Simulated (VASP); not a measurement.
# Ti (I4/mmm) in VASP: notebook

The runs below take Ti through single point, with PBEsol.

Everything below comes from runs of VASP 6.6.1. Logs are shortened: lines on timing, memory, paths and dates and some standing lists are left out, and cuts for length are marked.

## Step 1: The cell of the first run

It takes space group I4/mmm (No. 139, tetragonal). The conventional cell has a = 3.282 Å, b = 3.282 Å, c = 3.405 Å, α = 90.00°, β = 90.00°, γ = 90.00°. Within 3.8 Å of Ti (site symmetry 4/mmm) lie 14 Ti at 2.88 to 3.41 Å.

## Step 2: Single point, PBEsol (strain +0.0375 x Voigt [0, 1, 0, 0, 0, 0])

Contents of INCAR:

```
SYSTEM = Ti
PREC     = Accurate       ! precision mode
ENCUT    = 520            ! plane-wave cutoff, eV
EDIFF    = 1E-7           ! SCF threshold, eV
ISMEAR   = 0              ! smearing method
SIGMA    = 0.15           ! smearing width, eV
LREAL    = .FALSE.        ! projectors in reciprocal space
LASPH    = .TRUE.         ! aspherical terms in the spheres
NELM     = 60             ! most SCF steps
ALGO     = Fast           ! electronic algorithm
ISIF     = 2              ! what is computed and relaxed
LWAVE    = .FALSE.        ! write WAVECAR
LCHARG   = .FALSE.        ! write CHGCAR
GGA      = PS             ! functional
NBANDS   = 12             ! bands
```

Contents of KPOINTS:

```
Automatic mesh
0
G
  20 20 20
  0 0 0
```

Contents of POSCAR:

```
Ti
1.0
   -1.6410000000      1.7025375000      1.6410000000
    1.6410000000     -1.7025375000      1.6410000000
    1.6410000000      1.7025375000     -1.6410000000
Ti
1
Direct
    0.0000000000      0.0000000000      0.0000000000
```

Potentials or basis: VASP PAW PBE potentials, release 64 (Ti_sv).

Launch:

```console
$ cat potpaw_PBE.64/Ti_sv/POTCAR > POTCAR
$ mpirun -np 1 vasp_std > vasp.out
```

OUTCAR:

```text
SYSTEM = Ti
   PREC = Accurate
   ENCUT = 520
   EDIFF = 1E-7
   ISMEAR = 0
   LREAL = .FALSE.
   LASPH = .TRUE.
   NELM = 60
   ISIF = 2
   GGA = PS

 ion  position               nearest neighbor table
   1  0.000  0.000  0.000-

  LATTYP: Found a body centered tetragonal cell.
 ALAT       =     3.2820000000
 C/A-ratio  =     1.0375000000

  Lattice vectors:

 A1 = (  -1.6410000000,  -1.7025375000,   1.6410000000)
 A2 = (   1.6410000000,  -1.7025375000,  -1.6410000000)
 A3 = (   1.6410000000,   1.7025375000,   1.6410000000)

Analysis of symmetry for initial positions (statically):
=====================================================================
 Subroutine PRICEL returns:
 Original cell was already a primitive cell.

 Routine SETGRP: Setting up the symmetry group for a
 body centered tetragonal supercell.

 Subroutine GETGRP returns: Found 16 space group operations
 (whereof 16 operations were pure point group operations)
 out of a pool of 16 trial point group operations.

The static configuration has the point symmetry D_4h.

Analysis of symmetry for dynamics (positions and initial velocities):
=====================================================================
 Subroutine PRICEL returns:
 Original cell was already a primitive cell.

 Routine SETGRP: Setting up the symmetry group for a
 body centered tetragonal supercell.

 Subroutine GETGRP returns: Found 16 space group operations
 (whereof 16 operations were pure point group operations)
 out of a pool of 16 trial point group operations.

The dynamic configuration has the point symmetry D_4h.

 Subroutine INISYM returns: Found 16 space group operations
 (whereof 16 operations are pure point group operations),
 and found     1 'primitive' translations

----------------------------------------------------------------------------------------

                                     Primitive cell

  volume of cell :      18.3389

  direct lattice vectors                    reciprocal lattice vectors
    -1.641000000  1.702537500  1.641000000     0.000000000  0.293679288  0.304692261
     1.641000000 -1.702537500  1.641000000     0.304692261  0.000000000  0.304692261
     1.641000000  1.702537500 -1.641000000     0.304692261  0.293679288  0.000000000

  length of vectors
     2.878262660  2.878262660  2.878262660     0.423184236  0.430899928  0.423184236

  position of ions in fractional coordinates (direct lattice)
     0.000000000  0.000000000  0.000000000

  ion indices of the primitive-cell ions
   primitive index   ion index
                 1           1

----------------------------------------------------------------------------------------

 KPOINTS: Automatic mesh

Automatic generation of k-mesh.
 Grid dimensions read from file:
 generate k-points for:   20   20   20

 Generating k-lattice:

  Cartesian coordinates                     Fractional coordinates (reciprocal lattice)
     0.000000000  0.014683964  0.015234613     0.050000000  0.000000000 -0.000000000
     0.015234613  0.000000000  0.015234613     0.000000000  0.050000000  0.000000000
     0.015234613  0.014683964  0.000000000    -0.000000000  0.000000000  0.050000000

  Length of vectors
     0.021159212  0.021544996  0.021159212

  Shift w.r.t. Gamma in fractional coordinates (k-lattice)
     0.000000000  0.000000000  0.000000000

 Subroutine IBZKPT returns following result:
 ===========================================

 Found    641 irreducible k-points:

 Following reciprocal coordinates:
            Coordinates               Weight
  0.000000  0.000000  0.000000      1.000000
  0.050000  0.000000 -0.000000      8.000000
  0.100000  0.000000 -0.000000      8.000000
  0.150000  0.000000 -0.000000      8.000000
  0.200000  0.000000 -0.000000      8.000000
  0.250000  0.000000  0.000000      8.000000
[... 16 lines left out ...]
 -0.450000  0.050000 -0.000000     16.000000
 -0.400000  0.050000  0.000000     16.000000
 [... further k-points ...]
   k-points           NKPTS =    641   k-points in BZ     NKDIM =    641   number of bands    NBANDS=     12
   number of dos      NEDOS =    301   number of ions     NIONS =      1
   total plane-waves  NPLWV =  13824
   dimension x,y,z NGX =    24 NGY =   24 NGZ =   24
   dimension x,y,z NGXF=    48 NGYF=   48 NGZF=   48
   ions per type =               1
   NGX,Y,Z   is equivalent  to a cutoff of  13.86, 13.86, 13.86 a.u.
   NGXF,Y,Z  is equivalent  to a cutoff of  27.72, 27.72, 27.72 a.u.
 SYSTEM =  Ti
   PREC   = accura    normal or accurate (medium, high low for compatibility)
   ISTART =      0    job   : 0-new  1-cont  2-samecut
   ICHARG =      2    charge: 1-file 2-atom 10-const
   ISPIN  =      1    spin polarized calculation?
   LNONCOLLINEAR =      F non collinear calculations
   LSORBIT =      F    spin-orbit coupling
   LASPH  =      T    aspherical Exc in radial PAW
   ENCUT  =  520.0 eV  38.22 Ry    6.18 a.u.   5.35  5.35  5.35*2*pi/ulx,y,z
   NELM   =     60;   NELMIN=  2; NELMDL= -5     # of ELM steps
   EDIFF  = 0.1E-06   stopping-criterion for ELM
   LREAL  =      F    real-space projection
   EDIFFG = 0.1E-05   stopping-criterion for IOM
   NSW    =      0    number of steps for IOM
   IBRION =     -1    ionic relax: 0-MD 1-quasi-New 2-CG
   NFREE  =      0    steps in history (QN), initial steepest desc. (CG)
   ISIF   =      2    stress and relaxation
   ISYM   =      2    0-nonsym 1-usesym 2-fastsym
   POTIM  = 0.5000    time-step for ionic-motion
   TEBEG  =    0.0;   TEEND  =   0.0 temperature during run
   PSTRESS=    0.0 pullay stress
   NELECT =      12.0000    total number of electrons
   NUPDOWN=      -1.0000    fix difference up-down
   EMIN   =  10.00;   EMAX   =-10.00  energy-range for DOS
   EFERMI =   0.00;   METHOD = LEGACY
   ISMEAR =     0;   SIGMA  =   0.15  broadening in eV -4-tet -1-fermi 0-gaus
   EFERMI_NEDOS =   21; number of points for ismear=-14 and -15
   IALGO  =     68    algorithm
   IMIX   =      4    mixing-type and parameters
     AMIX     =   0.40;   BMIX     =  1.00
     AMIX_MAG =   1.60;   BMIX_MAG =  1.00
  volume/ion in A,a.u.               =      18.34       123.76
  Fermi-wavevector in a.u.,A,eV,Ry     =   1.421272  2.685815 27.483973  2.020015
  Thomas-Fermi vector in A             =   2.542099
   LORBIT       =      0    0 simple, 1 ext, 2 COOP (PROOUT), +10 PAW based schemes
   GGA     = PS    functional components
   LHFCALC =     F    Hartree Fock is set to
   AEXX    =    0.0000 exact exchange contribution
   IVDW    =     0    specifies the selected vdW correction
   LEPSILON=     F    determine dielectric tensor
   LRPA    =     F    only Hartree local field effects (RPA)
 non-spin polarized calculation
 RMM-DIIS sequential band-by-band and
 Gauss-broadening in eV      SIGMA  =   0.15
  energy-cutoff  :      520.00
  volume of cell :       18.34
 maximum number of plane-waves:       508
 NGX is ok and might be reduce to    24
   NGX = 11   NGY = 11   NGZ = 11

 number of electron      12.0000003 magnetization

 Free energy of the ion-electron system (eV)
  ---------------------------------------------------
  ext. energy  EPLUGINS =         0.00000000
  ---------------------------------------------------
  free energy    TOTEN  =        -8.18869487 eV

  energy without entropy =       -8.16014955  energy(sigma->0) =       -8.17442221

 E-fermi :   7.4117     XC(G=0): -11.3751

 val. band max:        7.4082097464   @ k =   0.3000   0.2000  -0.0000
 cond. band min:       7.4127431059   @ k =   0.2000   0.2500  -0.0000
 fundamental gap:      0.0045333594
 Fermi energy:         7.4117296000

 k-point     1 :       0.0000    0.0000    0.0000
  band No.  band energies     occupation
      1     -49.0022      2.00000
      2     -25.0118      2.00000
      3     -25.0118      2.00000
      4     -25.0085      2.00000
      5       1.5774      2.00000
      6       8.2676      0.00000
      7       8.2676      0.00000
      8       8.5034      0.00000
      9       9.8491      0.00000
     10      10.1223      0.00000
     11      24.0454      0.00000
     12      24.6565      0.00000

 k-point     2 :       0.0500    0.0000   -0.0000
  band No.  band energies     occupation
      1     -48.9996      2.00000
      2     -25.0250      2.00000
      3     -25.0162      2.00000
      4     -25.0099      2.00000
      5       1.6581      2.00000
      6       8.2599      0.00000
      7       8.2735      0.00000
      8       8.5202      0.00000
      9       9.8187      0.00000
     10      10.1099      0.00000
     11      23.9909      0.00000
     12      24.5558      0.00000

 k-point     3 :       0.1000    0.0000   -0.0000
  band No.  band energies     occupation
      1     -48.9921      2.00000
      2     -25.0669      2.00000
      3     -25.0289      2.00000
      4     -25.0100      2.00000
      5       1.8964      2.00000
      6       8.2239      0.00000
      7       8.2258      0.00000
      8       8.6402      0.00000
      9       9.7368      0.00000
     10      10.0888      0.00000
     11      23.6802      0.00000
     12      24.3240      0.00000

 k-point     4 :       0.1500    0.0000   -0.0000
  band No.  band energies     occupation
      1     -48.9805      2.00000
      2     -25.1318      2.00000
      3     -25.0485      2.00000
      4     -25.0099      2.00000
      5       2.2792      2.00000
      6       8.0924      0.00000
      7       8.1395      0.00000
      8       8.8952      0.00000
      9       9.6474      0.00000
     10      10.0781      0.00000
     11      22.9281      0.00000
     12      23.9979      0.00000

 k-point     5 :       0.2000    0.0000   -0.0000
  band No.  band energies     occupation
      1     -48.9658      2.00000
      2     -25.2129      2.00000
      3     -25.0731      2.00000
      4     -25.0098      2.00000
      5       2.7828      2.00000
      6       7.9172      0.00000
      7       7.9880      0.00000
      8       9.2515      0.00000
      9       9.6081      0.00000
     10      10.0835      0.00000
     11      21.7803      0.00000
     12      23.4676      0.00000
[... 228 lines left out ...]
      1     -48.8960      2.00000
      2     -25.5750      2.00000
      3     -25.1904      2.00000
      4     -25.0154      2.00000
      5       5.1159      2.00000
      6       7.1630      1.98096
      7       8.1945      0.00000
      8       9.8269      0.00000
      9      10.3535      0.00000
     10      11.4468      0.00000
     11      15.5773      0.00000
     12      20.5734      0.00000

 k-point    22 :       0.5000    0.0500    0.0000
  band No.  band energies     occupation
      1     -48.8961      2.00000
      2     -25.5745      2.00000
      3     -25.1905      2.00000
      4     -25.0150      2.00000
      5       5.1139      2.00000
      6       7.1645      1.98026
      7       8.1919      0.00000
      8       9.8274      0.00000
      9      10.3431      0.00000
     10      11.4498      0.00000
     11      15.5895      0.00000
     12      20.5731      0.00000

 k-point    23 :      -0.4500    0.0500   -0.0000
  band No.  band energies     occupation
      1     -48.9013      2.00000
      2     -25.5481      2.00000
      3     -25.1818      2.00000
      4     -25.0147      2.00000
      5       5.0096      2.00000
      6       7.2171      1.93355
      7       7.9566      0.00000
      8       9.8311      0.00000
      9      10.2884      0.00000
     10      11.2504      0.00000
     11      16.1798      0.00000
     12      20.7678      0.00000

 k-point    24 :      -0.4000    0.0500    0.0000
  band No.  band energies     occupation
      1     -48.9110      2.00000
      2     -25.4982      2.00000
      3     -25.1653      2.00000
      4     -25.0145      2.00000
      5       4.7466      2.00000
      6       7.3168      1.62905
      7       7.7038      0.00589
      8       9.8057      0.00000
      9      10.2157      0.00000
     10      10.8975      0.00000
     11      17.1885      0.00000
     12      21.1419      0.00000

 [... further k-points ...]
[... 5 lines left out ...]
  --------------------------------------------------------------------------------------
  -------------------------------------------------------------------------------------
  Total       -1.1597827     -1.0602961     -1.1597827     -0.0000000      0.0000000      0.0000000
  in kB     -101.3242397    -92.6326112   -101.3242397     -0.0000000      0.0000000      0.0000000
  external PRESSURE =     -98.4270302 kB  Pullay stress =       0.0000000 kB

 VOLUME and BASIS-vectors are now :
 -----------------------------------------------------------------------------
  energy-cutoff  :      520.00
  volume of cell :       18.34
      direct lattice vectors                 reciprocal lattice vectors
    -1.641000000  1.702537500  1.641000000     0.000000000  0.293679288  0.304692261
     1.641000000 -1.702537500  1.641000000     0.304692261  0.000000000  0.304692261
     1.641000000  1.702537500 -1.641000000     0.304692261  0.293679288  0.000000000

 POSITION                                       TOTAL-FORCE (eV/Angst)
 -----------------------------------------------------------------------------------
      0.00000      0.00000      0.00000         0.000000     -0.000000      0.000000
 -----------------------------------------------------------------------------------
    total drift:                                0.000000      0.000000     -0.000000

  FREE ENERGIE OF THE ION-ELECTRON SYSTEM (eV)
  ---------------------------------------------------
  free  energy   TOTEN  =        -8.1886948720 eV

  energy  without entropy=       -8.1601495529  energy(sigma->0) =       -8.17442221
```

Wall time 86 s (1 thread of Intel Xeon 6975P-C (Granite Rapids), shared host); peak memory 0.25 GiB.

Results:

| Quantity | Value |
| --- | --- |
| Free energy | -8.1887 eV |
| Pressure | -9.8 GPa |
| Band gap on the k mesh | zero (band 6 reaches 8.33 eV, above the bottom of band 7 at 6.82 eV) |

Levels at points of the mesh, in eV from the Fermi level:
```csv
k point,band 2,band 3,band 4,band 5,band 6,band 7,band 8,band 9,band 10,band 11
"(0.00, 0.00, 0.00)",-32.42,-32.42,-32.42,-5.83,0.86,0.86,1.09,2.44,2.71,16.63
"(0.50, 0.00, 0.00)",-32.99,-32.60,-32.42,-2.34,-0.26,0.92,2.42,2.89,3.97,8.11
"(0.00, 0.50, 0.00)",-32.99,-32.61,-32.44,-2.33,-0.55,1.16,2.74,2.97,4.02,8.36
"(0.50, 0.50, 0.50)",-32.84,-32.80,-32.80,-1.98,-1.89,3.63,3.69,3.69,7.26,8.26
```

Caveat: the cell differs from its parent crystal (strain +0.0375 x Voigt [0, 1, 0, 0, 0, 0]); the PAW data sets were made with another functional, which shifts forces and pressure a little.

## Step 3: Single point, PBEsol (strain -0.0375 x Voigt [0, 1, 0, 0, 0, 0])

Contents of INCAR:

```
SYSTEM = Ti
PREC = Accurate
ENCUT = 520
EDIFF = 1E-7
ISMEAR = 0
SIGMA = 0.15
LREAL = .FALSE.
LASPH = .TRUE.
NELM = 100
ALGO = Fast
ISIF = 2
LWAVE = .FALSE.
LCHARG = .FALSE.
GGA = PS
NBANDS = 12
```

KPOINTS is that of step 2.

Contents of POSCAR:

```
Ti
1.0
   -1.6410000000      1.5794625000      1.6410000000
    1.6410000000     -1.5794625000      1.6410000000
    1.6410000000      1.5794625000     -1.6410000000
Ti
1
Direct
    0.0000000000      0.0000000000      0.0000000000
```

Potentials or basis: VASP PAW PBE potentials, release 64 (Ti_sv).

Launch:

```console
$ cat potpaw_PBE.64/Ti_sv/POTCAR > POTCAR
$ mpirun -np 1 vasp_std > vasp.out
```

Wall time 87 s (1 thread of Intel Xeon 6975P-C (Granite Rapids), shared host); peak memory 0.24 GiB.

The run converged. Its results:

```yaml
Free_energy: -8.2441 eV
Pressure: -3.2 GPa
Band_gap_on_the_k_mesh: zero (band 6 reaches 9.16 eV, above the bottom of band 7 at 7.53 eV)
```

Stress tensor (GPa, compression positive):
```
-2.84  0.00  0.00
 0.00 -3.95  0.00
 0.00  0.00 -2.84
```

Levels at points of the mesh, in eV from the Fermi level:
```csv
k point,band 3,band 4,band 5,band 6,band 7,band 8,band 9,band 10
"(0.00, 0.00, 0.00)",-32.19,-32.19,-6.00,0.81,1.10,1.10,2.64,2.97
"(0.50, 0.00, 0.00)",-32.42,-32.20,-2.52,-0.54,1.30,2.84,3.28,4.40
"(0.00, 0.50, 0.00)",-32.40,-32.18,-2.51,-0.20,1.04,2.58,3.07,4.36
"(0.50, 0.50, 0.50)",-32.70,-32.65,-2.23,-2.13,4.01,4.01,4.08,8.16
```

Caveat: the cell differs from its parent crystal (strain -0.0375 x Voigt [0, 1, 0, 0, 0, 0]); the PAW data sets were made with another functional, which shifts forces and pressure a little.
